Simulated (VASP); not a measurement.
Runs of VASP 6.6.1 on SiMo3. The structure is that of space group Pm-3n (No. 223), or close to it. The cells are those of the table. 

| level | potentials or basis | cell | gap on the mesh (eV) | pressure (GPa) |
| --- | --- | --- | --- | --- |
| LDA | VASP PAW LDA potentials, release 64 (Si, Mo_sv) | a = 4.833 Å, 8 atoms | none | 1.1 |
| r2SCAN | VASP PAW PBE potentials, release 64 (Si, Mo_sv) | a = 4.818 Å, 8 atoms | none | 12.9 |
| r2SCAN | VASP PAW PBE potentials, release 64 (Si, Mo_sv) | a = 4.784 Å, 8 atoms | none | (a) |
| PBE | VASP PAW PBE potentials, release 64 (Si, Mo_sv) | a = 4.905 Å, 8 atoms | none | 0.5 |
| PBEsol | VASP PAW PBE potentials, release 64 (Si, Mo_sv) | a = 4.861 Å, 8 atoms | none | (b) |

Alike in all rows: task single point; no spin polarisation; k mesh 7 × 7 × 7; cutoff (eV) 520; smearing fermi-dirac 0.1 eV.

Task: Fill in the values left out.

Result: (a) 19.9; (b) 0.6.

Caveats: the PAW data sets were made with another functional, which shifts forces and pressure a little (at least some runs); the cell stands under pressure (at least some runs).

A k mesh can miss the band edges, and the runs leave out spin-orbit coupling on Mo.

A gap of «none» marks levels without a gap at the run's occupations.
